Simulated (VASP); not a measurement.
The system is LiF.

```
Li F
1.0
    -1.84062    1.84062    5.06888
     1.84062   -1.84062    5.06888
     1.84062    1.84062   -5.06888
Li F
2 2
Direct
  0.75000 0.25000 0.50000
  0.25000 0.75000 0.50000
  0.29530 0.29530 0.00000
  0.70470 0.70470 0.00000
```

The cell was built from a structure type or drawn by symmetry, and may not be a known phase.

- Program: VASP 6.6.1
- Task: relaxation of cell and atoms
- Functional: PBE
- Potentials or basis: VASP PAW PBE potentials, release 64 (Li_sv, F)
- Cutoff: 600 eV
- k mesh: 10 × 10 × 10
- Occupations: gaussian, width 0.02 eV
- Spin: no spin polarisation

At the start: pressure -0.2 GPa; volume 17.17 Å³/atom.

Question: How do energy, volume and symmetry change on relaxing?

Answer: Over 19 steps the energy falls by 3.0 meV/atom and the volume is 15.20 Å³/atom (-11.5 %); space group I4/mmm (No. 139, to 0.1 Å) before and after.

The path:
| step | energy change (eV) | largest force (eV/Å) | pressure (GPa) | volume (Å³) |
| --- | --- | --- | --- | --- |
| 1 | 0.0000 | 0.0010 | -0.21 | 68.69 |
| 2 | -0.0003 | 0.0091 | -0.14 | 68.46 |
| 3 | -0.0005 | 0.0296 | 0.08 | 67.88 |
| 4 | -0.0007 | 0.0304 | 0.09 | 67.77 |
| 5 | -0.0012 | 0.0323 | 0.11 | 67.44 |
| 6 | -0.0022 | 0.0365 | 0.16 | 66.77 |
| 7 | -0.0041 | 0.0462 | 0.27 | 65.44 |
| 8 | -0.0070 | 0.0636 | 0.53 | 62.79 |
| 9 | -0.0044 | 0.0918 | 1.27 | 57.56 |
| 10 | -0.0075 | 0.0765 | 0.73 | 61.26 |
| 11 | -0.0080 | 0.0737 | 0.71 | 61.16 |
| 12 | -0.0092 | 0.0634 | 0.61 | 60.83 |
| 13 | -0.0109 | 0.0424 | 0.44 | 60.17 |
| 14 | -0.0116 | 0.0004 | 0.10 | 58.84 |
| 15 | -0.0118 | 0.0138 | 0.23 | 59.27 |
| 16 | -0.0118 | 0.0150 | 0.22 | 59.31 |
| 17 | -0.0119 | 0.0133 | 0.20 | 59.46 |
| 18 | -0.0121 | 0.0082 | 0.11 | 59.90 |
| 19 | -0.0120 | 0.0003 | -0.07 | 60.79 |

Final structure:
```yaml
crystal:
  lattice:
    - [-1.83829, 1.83829, 4.49745]
    - [1.83829, -1.83829, 4.49745]
    - [1.83829, 1.83829, -4.49745]
  atoms:
    - { symbol: Li, position: [0.75000, 0.25000, 0.50000] }
    - { symbol: Li, position: [0.25000, 0.75000, 0.50000] }
    - { symbol: F, position: [0.30050, 0.30050, 0.00000] }
    - { symbol: F, position: [0.69950, 0.69950, 0.00000] }
```

Caveat: the cutoff is under 1.25 times the usual one of these potentials, so pressure, stress and relaxed cells hold a basis-set (Pulay) error.
